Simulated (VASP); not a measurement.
# Ca in VASP: a series of runs, part 2 of 2

VASP 6.6.1. Earlier steps stand in the parts before.

## Step 5: Single point, PBEsol (atom 1 (Ca) moved by [0.0, 0.0, 0.03] A)

Input file INCAR:

```
PREC     = Accurate       # precision mode
ENCUT    = 520            # plane-wave cutoff, eV
EDIFF    = 1E-6           # SCF threshold, eV
ISMEAR   = -1             # smearing method
SIGMA    = 0.05           # smearing width, eV
LREAL    = F              # projectors in reciprocal space
LASPH    = T              # aspherical terms in the spheres
NELM     = 100            # most SCF steps
ALGO     = Normal         # electronic algorithm
ISIF     = 2              # what is computed and relaxed
LWAVE    = F              # write WAVECAR
LCHARG   = F              # write CHGCAR
GGA      = PS             # functional
NBANDS   = 17             # bands
```

Input file KPOINTS:

```
Automatic mesh
0
Gamma
  11 11 6
```

Input file POSCAR:

```
Ca
1.0
    1.9712759950     -3.3954901800      0.0000000000
    1.9712759950      3.3954901800      0.0000000000
    0.0000000000      0.0000000000      6.5091117400
Ca
2
Direct
    0.8355866000      0.1644134000      0.2546089238
    0.1644134000      0.8355866000      0.7500000000
```

Potentials or basis: VASP PAW PBE potentials, release 64 (Ca_sv).

Launch:

```sh
$ cat potpaw_PBE.64/Ca_sv/POTCAR > POTCAR
$ mpirun -np 1 vasp_std > vasp.out
```

OUTCAR:

```text
PREC = Accurate
   ENCUT = 520
   EDIFF = 1E-6
   ISMEAR = -1
   LREAL = F
   LASPH = T
   NELM = 100
   ISIF = 2
   GGA = PS

 ion  position               nearest neighbor table
   1  0.836  0.164  0.255-
   2  0.164  0.836  0.750-

  LATTYP: Found a base centered orthorhombic cell.
 ALAT       =     3.9425519900
 B/A-ratio  =     1.7224834009
 C/A-ratio  =     1.6509894496

  Lattice vectors:

 A1 = (   1.9712759950,  -3.3954901800,   0.0000000000)
 A2 = (   1.9712759950,   3.3954901800,   0.0000000000)
 A3 = (   0.0000000000,   0.0000000000,   6.5091117400)

Analysis of symmetry for initial positions (statically):
=====================================================================
 Subroutine PRICEL returns:
 Original cell was already a primitive cell.

 Routine SETGRP: Setting up the symmetry group for a
 base centered orthorhombic supercell.

 Subroutine GETGRP returns: Found  4 space group operations
 (whereof  2 operations were pure point group operations)
 out of a pool of  8 trial point group operations.

The static configuration has the point symmetry C_1h.
 The point group associated with its full space group is C_2h.

Analysis of symmetry for dynamics (positions and initial velocities):
=====================================================================
 Subroutine PRICEL returns:
 Original cell was already a primitive cell.

 Routine SETGRP: Setting up the symmetry group for a
 base centered orthorhombic supercell.

 Subroutine GETGRP returns: Found  4 space group operations
 (whereof  2 operations were pure point group operations)
 out of a pool of  8 trial point group operations.

The dynamic configuration has the point symmetry C_1h.
 The point group associated with its full space group is C_2h.

 Subroutine INISYM returns: Found  4 space group operations
 (whereof  2 operations are pure point group operations),
 and found     1 'primitive' translations

----------------------------------------------------------------------------------------

                                     Primitive cell

  volume of cell :      87.1368

  direct lattice vectors                    reciprocal lattice vectors
     1.971275995 -3.395490180  0.000000000     0.253642819 -0.147254144  0.000000000
     1.971275995  3.395490180  0.000000000     0.253642819  0.147254144  0.000000000
     0.000000000  0.000000000  6.509111740     0.000000000  0.000000000  0.153630793

  length of vectors
     3.926230076  3.926230076  6.509111740     0.293289043  0.293289043  0.153630793

  position of ions in fractional coordinates (direct lattice)
     0.835586600  0.164413400  0.254608924
     0.164413400  0.835586600  0.750000000

  ion indices of the primitive-cell ions
   primitive index   ion index
                 1           1
                 2           2

----------------------------------------------------------------------------------------

 KPOINTS: Automatic mesh

Automatic generation of k-mesh.
 Grid dimensions read from file:
 generate k-points for:   11   11    6

 Generating k-lattice:

  Cartesian coordinates                     Fractional coordinates (reciprocal lattice)
     0.023058438 -0.013386740  0.000000000     0.090909091  0.000000000  0.000000000
     0.023058438  0.013386740  0.000000000     0.000000000  0.090909091  0.000000000
     0.000000000  0.000000000  0.025605132     0.000000000  0.000000000  0.166666667

  Length of vectors
     0.026662640  0.026662640  0.025605132

  Shift w.r.t. Gamma in fractional coordinates (k-lattice)
     0.000000000  0.000000000  0.000000000

 Subroutine IBZKPT returns following result:
 ===========================================

 Found    204 irreducible k-points:

 Following reciprocal coordinates:
            Coordinates               Weight
  0.000000  0.000000  0.000000      1.000000
  0.090909  0.000000  0.000000      4.000000
  0.181818  0.000000  0.000000      4.000000
  0.272727  0.000000  0.000000      4.000000
  0.363636  0.000000  0.000000      4.000000
  0.454545  0.000000  0.000000      4.000000
[... 16 lines left out ...]
 -0.272727  0.181818  0.000000      4.000000
 -0.181818  0.181818  0.000000      2.000000
 [... further k-points ...]
   k-points           NKPTS =    204   k-points in BZ     NKDIM =    204   number of bands    NBANDS=     17
   number of dos      NEDOS =    301   number of ions     NIONS =      2
   total plane-waves  NPLWV =  43200
   dimension x,y,z NGX =    30 NGY =   30 NGZ =   48
   dimension x,y,z NGXF=    60 NGYF=   60 NGZF=   96
   ions per type =               2
   NGX,Y,Z   is equivalent  to a cutoff of  12.70, 12.70, 12.26 a.u.
   NGXF,Y,Z  is equivalent  to a cutoff of  25.41, 25.41, 24.52 a.u.
 SYSTEM =  unknown system
   PREC   = accura    normal or accurate (medium, high low for compatibility)
   ISTART =      0    job   : 0-new  1-cont  2-samecut
   ICHARG =      2    charge: 1-file 2-atom 10-const
   ISPIN  =      1    spin polarized calculation?
   LNONCOLLINEAR =      F non collinear calculations
   LSORBIT =      F    spin-orbit coupling
   LASPH  =      T    aspherical Exc in radial PAW
   ENCUT  =  520.0 eV  38.22 Ry    6.18 a.u.   7.30  7.30 12.10*2*pi/ulx,y,z
   NELM   =    100;   NELMIN=  2; NELMDL= -5     # of ELM steps
   EDIFF  = 0.1E-05   stopping-criterion for ELM
   LREAL  =      F    real-space projection
   EDIFFG = 0.1E-04   stopping-criterion for IOM
   NSW    =      0    number of steps for IOM
   IBRION =     -1    ionic relax: 0-MD 1-quasi-New 2-CG
   NFREE  =      0    steps in history (QN), initial steepest desc. (CG)
   ISIF   =      2    stress and relaxation
   ISYM   =      2    0-nonsym 1-usesym 2-fastsym
   POTIM  = 0.5000    time-step for ionic-motion
   TEBEG  =    0.0;   TEEND  =   0.0 temperature during run
   PSTRESS=    0.0 pullay stress
   NELECT =      20.0000    total number of electrons
   NUPDOWN=      -1.0000    fix difference up-down
   EMIN   =  10.00;   EMAX   =-10.00  energy-range for DOS
   EFERMI =   0.00;   METHOD = LEGACY
   ISMEAR =    -1;   SIGMA  =   0.05  broadening in eV -4-tet -1-fermi 0-gaus
   EFERMI_NEDOS =   21; number of points for ismear=-14 and -15
   IALGO  =     38    algorithm
   IMIX   =      4    mixing-type and parameters
     AMIX     =   0.40;   BMIX     =  1.00
     AMIX_MAG =   1.60;   BMIX_MAG =  1.00
  volume/ion in A,a.u.               =      43.57       294.01
  Fermi-wavevector in a.u.,A,eV,Ry     =   1.002346  1.894159 13.669737  1.004697
  Thomas-Fermi vector in A             =   2.134827
   LORBIT       =      0    0 simple, 1 ext, 2 COOP (PROOUT), +10 PAW based schemes
   GGA     = PS    functional components
   LHFCALC =     F    Hartree Fock is set to
   AEXX    =    0.0000 exact exchange contribution
   IVDW    =     0    specifies the selected vdW correction
   LEPSILON=     F    determine dielectric tensor
   LRPA    =     F    only Hartree local field effects (RPA)
 non-spin polarized calculation
  energy-cutoff  :      520.00
  volume of cell :       87.14
 maximum number of plane-waves:      2376
 NGX is ok and might be reduce to    30
   NGX = 15   NGY = 15   NGZ = 25

 number of electron      19.9999999 magnetization

 Free energy of the ion-electron system (eV)
  ---------------------------------------------------
  ext. energy  EPLUGINS =         0.00000000
  ---------------------------------------------------
  free energy    TOTEN  =        -4.25345603 eV

  energy without entropy =       -4.23679736  energy(sigma->0) =       -4.24512670

 E-fermi :   1.8231     XC(G=0):  -7.7092

 val. band max:        1.8165855370   @ k =  -0.4545   0.3636   0.0000
 cond. band min:       1.8603906698   @ k =   0.3636   0.0000   0.0000
 fundamental gap:      0.0438051327
 Fermi energy:         1.8230707212

 k-point     1 :       0.0000    0.0000    0.0000
  band No.  band energies     occupation
      1     -40.1416      2.00000
      2     -40.1303      2.00000
      3     -21.2528      2.00000
      4     -21.1567      2.00000
      5     -21.1550      2.00000
      6     -21.1397      2.00000
[... 9 lines left out ...]
     16       4.3640      0.00000
     17       4.7658      0.00000
[... 441 lines left out ...]
 k-point    24 :      -0.1818    0.1818    0.0000
  band No.  band energies     occupation
      1     -40.1383      2.00000
      2     -40.1286      2.00000
      3     -21.2400      2.00000
      4     -21.1861      2.00000
      5     -21.1698      2.00000
      6     -21.1642      2.00000
[... 9 lines left out ...]
     16       4.4100      0.00000
     17       4.4742      0.00000

 [... further k-points ...]

------------------------ aborting loop because EDIFF is reached ----------------------------------------

  FORCE on cell =-STRESS in cart. coord.  units (eV):
  Direction    XX          YY          ZZ          XY          YZ          ZX
  --------------------------------------------------------------------------------------
  -------------------------------------------------------------------------------------
  Total       -0.6171802     -0.4898670     -0.6331892      0.0000000     -0.0019886      0.0000000
  in kB      -11.3480410     -9.0071447    -11.6423979      0.0000000     -0.0365633      0.0000000
  external PRESSURE =     -10.6658612 kB  Pullay stress =       0.0000000 kB

 VOLUME and BASIS-vectors are now :
 -----------------------------------------------------------------------------
  energy-cutoff  :      520.00
  volume of cell :       87.14
      direct lattice vectors                 reciprocal lattice vectors
     1.971275995 -3.395490180  0.000000000     0.253642819 -0.147254144  0.000000000
     1.971275995  3.395490180  0.000000000     0.253642819  0.147254144  0.000000000
     0.000000000  0.000000000  6.509111740     0.000000000  0.000000000  0.153630793

 POSITION                                       TOTAL-FORCE (eV/Angst)
 -----------------------------------------------------------------------------------
      1.97128     -2.27896      1.65728         0.000000      0.015685     -0.041391
      1.97128      2.27896      4.88183         0.000000     -0.015685      0.041391
 -----------------------------------------------------------------------------------
    total drift:                                0.000000     -0.000008     -0.000006

  FREE ENERGIE OF THE ION-ELECTRON SYSTEM (eV)
  ---------------------------------------------------
  free  energy   TOTEN  =        -4.2534560268 eV

  energy  without entropy=       -4.2367973647  energy(sigma->0) =       -4.24512670
```

Run time: 3.9 min. Hardware: 1 thread of Intel Xeon Platinum 8488C (Sapphire Rapids), shared host; peak memory 0.38 GiB.

Results:

```yaml
Free_energy: -4.2535 eV
Pressure: -1.1 GPa
Largest_force: 0.044 eV/Å
Band_gap_on_the_k_mesh: zero (bands 10 and 11 overlap by 0.47 eV)
```

Forces in eV/Å, atoms in the order of the input:
```
Ca   0.000  0.016 -0.041
Ca   0.000 -0.016  0.041
```

Levels at points of the mesh, in eV from the Fermi level:
```
           k point  band 7  band 8  band 9  band 10  band 11  band 12  band 13  band 14
(0.00, 0.00, 0.00)  -22.96  -22.96   -4.03    -1.10    -0.29     2.16     2.21     2.24
(0.00, 0.00, 0.50)  -22.97  -22.97   -3.07    -3.04     1.27     1.35     2.20     2.20
```

Caveat: the cell differs from its parent crystal (atom 1 (Ca) moved by [0.0, 0.0, 0.03] A); the PAW data sets were made with another functional, which shifts forces and pressure a little.

## Step 6: Single point, PBEsol (41.83 Å³/atom)

This run uses another cell than the first one, of 41.83 Å³/atom.

Input file INCAR:

```
SYSTEM = Ca
PREC = Accurate
ENCUT = 520
EDIFF = 1E-7
ISMEAR = -1
SIGMA = 0.05
LREAL = .FALSE.
LASPH = .TRUE.
NELM = 80
ALGO = Normal
ISIF = 2
LWAVE = .FALSE.
LCHARG = .FALSE.
GGA = PS
NBANDS = 17
```

Input file KPOINTS:

```
regular mesh
0
G
  11 11 6
  0 0 0
```

Input file POSCAR:

```
Ca
1.0
    1.9446338643     -3.3495995521      0.0000000000
    1.9446338643      3.3495995521      0.0000000000
    0.0000000000      0.0000000000      6.4211399865
Ca
2
Direct
    0.8355866000      0.1644134000      0.2500000000
    0.1644134000      0.8355866000      0.7500000000
```

Potentials or basis: VASP PAW PBE potentials, release 64 (Ca_sv).

Launch:

```sh
$ cat potpaw_PBE.64/Ca_sv/POTCAR > POTCAR
$ mpirun -np 1 vasp_std > vasp.out
```

Wall time 4.9 min (1 thread of Intel Xeon 8259CL, shared host); peak memory 0.31 GiB.

Results (log left out):

```
Free energy            : -4.2700 eV
Pressure               : -0.4 GPa
Largest force          : 0.016 eV/Å
Band gap on the k mesh : zero (bands 10 and 11 overlap by 0.44 eV)
```

Forces on the atoms (eV/Å):
```
Ca   0.000  0.016  0.000
Ca   0.000 -0.016  0.000
```

Stress tensor (GPa, compression positive):
```
-0.54  0.00  0.00
 0.00 -0.28  0.00
 0.00  0.00 -0.50
```

Levels at points of the mesh, in eV from the Fermi level:
```
           k point  band 8  band 9  band 10  band 11  band 12  band 13
(0.00, 0.00, 0.00)  -22.86   -4.11    -1.12    -0.26     2.21     2.26
(0.00, 0.00, 0.50)  -22.87   -3.10    -3.10     1.33     1.33     2.25
```

Caveat: the PAW data sets were made with another functional, which shifts forces and pressure a little.

## Step 7: Overview

```tsv
cell	k mesh	gap on the mesh (eV)	pressure (GPa)	largest force (eV/Å)
a = 3.926, b = 3.926, c = 6.509 Å, angles 90.0, 90.0, 119.7°, 2 atoms, atomic positions A	3 × 3 × 2	none	-1.2	0.01
a = 3.926, b = 3.926, c = 6.509 Å, angles 90.0, 90.0, 119.7°, 2 atoms, atomic positions A	6 × 6 × 3	none	-1.0	0.02
a = 3.926, b = 3.926, c = 6.509 Å, angles 90.0, 90.0, 119.7°, 2 atoms, atomic positions A	8 × 8 × 4	none	-1.1	0.02
a = 3.926, b = 3.926, c = 6.509 Å, angles 90.0, 90.0, 119.7°, 2 atoms, atomic positions B	11 × 11 × 6	none	-1.1	0.04
a = 3.873, b = 3.873, c = 6.421 Å, angles 90.0, 90.0, 119.7°, 2 atoms, atomic positions A	11 × 11 × 6	none	-0.4	0.02
```

Alike in all rows: task single point; level PBEsol; potentials or basis VASP PAW PBE potentials, release 64 (Ca_sv); no spin polarisation; cutoff (eV) 520; smearing fermi-dirac 0.05 eV.

Caveats: some runs use coarse meshes; the PAW data sets were made with another functional, which shifts forces and pressure a little.

Total energies depend on the potentials used, so only differences within one code and one set of settings carry meaning.

The gap in the log of VASP goes by the Fermi energy; the results here count the filled bands.